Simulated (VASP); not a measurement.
Mg, 1 atom in the cell. It takes space group Fm-3m (No. 225, cubic). Conventional cell: a = 4.563 Å, b = 4.563 Å, c = 4.563 Å, α = 90.00°, β = 90.00°, γ = 90.00°. Mg (site symmetry m-3m) has 12 Mg at 3.23 Å within 4.2 Å. 

```yaml
Program: VASP 6.6.1
Task: single point
Functional: revPBE
Potentials_or_basis: VASP PAW PBE potentials, release 64 (Mg)
Cutoff: 520 eV
k_mesh: 19 × 19 × 19
Occupations: fermi-dirac, width 0.1 eV
Spin: no spin polarisation
Dipole_correction: no
Further_INCAR_settings: ALGO = Normal; EDIFF = 1e-06; NBANDS = 7
```

Potentials or basis: VASP PAW PBE potentials, release 64 (Mg).

Run with:

```sh
$ cat potpaw_PBE.64/Mg/POTCAR > POTCAR
$ mpirun -np 1 vasp_std > vasp.out
```

Hardware: 1 thread of Intel Xeon 8259CL, with other jobs on the host.

Task: How long does it take, and how much memory?

Result: Run time: 28 s on 1 thread of Intel Xeon 8259CL, on a shared host, peak memory 0.16 GiB. Counts: scf iterations 9, k points 220.
